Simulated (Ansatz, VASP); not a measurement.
## One calculation of PbSe, two programs

```
Pb Se
1.0
     0.00000    2.93761    3.18290
     2.93761    0.00000    3.18290
     2.93761    2.93761    0.00000
Pb Se
1 1
Direct
  0.00000 0.00000 0.00000
  0.50000 0.50000 0.50000
```

Alike in both runs: task single point; functional PBE; dispersion D3(BJ); k mesh 10 × 10 × 10; occupations gaussian, width 0.03 eV; no spin polarisation.

|  | VASP | Ansatz |
| --- | --- | --- |
| version | VASP 6.6.1 | Ansatz 0.2.0 |
| potentials or method | VASP PAW PBE potentials, release 64 (Pb_d, Se), cutoff 520 eV | scalar-relativistic, plane waves, PAW |
| valence electrons in the cell | 20 | 30 |

|  | VASP | Ansatz | Ansatz less VASP |
| --- | --- | --- | --- |
| gap on the k mesh at the Fermi level (eV) | 0.04 | 0.04 | +0.004 |
| least direct gap on the mesh (eV) | 0.04 | 0.04 | +0.004 |
| pressure (GPa) | 3.8 | 3.8 | +0.01 |
| traceless stress, the component that is largest in VASP (GPa) | -7.25 | -7.22 | +0.022 |

VASP's potentials hold 20 valence electrons a cell and Ansatz's 30, so a difference there can come from the potentials and not from the codes.

Neither program's run includes spin-orbit coupling.
